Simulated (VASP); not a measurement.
Input of a VASP 6.6.1 run:

File INCAR:

```
SYSTEM = Si10H5Cl
  ALGO = Normal
  EDIFF = 1E-6
  ENCUT = 520
  GGA = PE
  ISIF = 2
  ISMEAR = -1
  LASPH = .TRUE.
  LCHARG = .FALSE.
  LREAL = Auto
  LWAVE = .FALSE.
  NBANDS = 74
  NELM = 100
  PREC = Accurate
  SIGMA = 0.02
```

Contents of KPOINTS:

```
k-points
0
G
  2 2 1
  0 0 0
```

Contents of POSCAR:

```
Si10H5Cl
1.0
    7.6791800000      0.0000000000      0.0000000000
    0.0000000000      7.6791800000      0.0000000000
    0.0000000000      0.0000000000     20.2543620000
H Si Cl
10 20 2
Direct
    0.4093920184      0.0000000000      0.0493720809
    0.0906079816      0.0000000000      0.0493720809
    0.9093920184      0.0000000000      0.0493720809
    0.5906079816      0.0000000000      0.0493720809
    0.4093920184      0.5000000000      0.0493720809
    0.0906079816      0.5000000000      0.0493720809
    0.9093920184      0.5000000000      0.0493720809
    0.5906079816      0.5000000000      0.0493720809
    0.2186100599      0.2049252655      0.4507596438
    0.7503474329      0.4714828927      0.4258006251
    0.2500000000      0.0000000000      0.0921036170
    0.7500000000      0.0000000000      0.0921036170
    0.2500000000      0.5000000000      0.0921036170
    0.7500000000      0.5000000000      0.0921036170
    0.2487089767      0.2501067822      0.1567282643
    0.7479103238      0.2504708836      0.1570802872
    0.2495675320      0.7493508421      0.1620939726
    0.7491848088      0.7504652841      0.1623092843
   -0.0008121961      0.2471051597      0.2224297660
    0.4965390836      0.2474252459      0.2234299456
   -0.0003407916      0.7529968043      0.2321061508
    0.4985645603      0.7525856927      0.2326438127
    0.0076013324      0.0120617045      0.2969585514
    0.4899563495      0.0115020093      0.2977510721
   -0.0069000857      0.4901301962      0.2946333733
    0.5019477340      0.4906392349      0.2964149648
    0.2474729073      0.0754995976      0.3684500652
    0.7491896270      0.0862058189      0.3534948669
    0.2451492217      0.3793765741      0.3445082595
    0.7489362145      0.4020019065      0.3567105199
    0.1969840530      0.3916034004      0.4754497328
   -0.2502383067     -0.0118442334      0.4501166712
```

Potentials or basis: VASP PAW PBE potentials, release 64 (H, Si, Cl).

Launch:

```sh
$ cat potpaw_PBE.64/H/POTCAR potpaw_PBE.64/Si/POTCAR potpaw_PBE.64/Cl/POTCAR > POTCAR
$ mpirun -np 1 vasp_std > vasp.out
```

(1) What does it give for the largest force?

(2) Predict the band gap on the k mesh.

## Answers

(1) 0.639 eV/Å.

(2) 1.12 eV, indirect (least direct gap 1.23 eV).
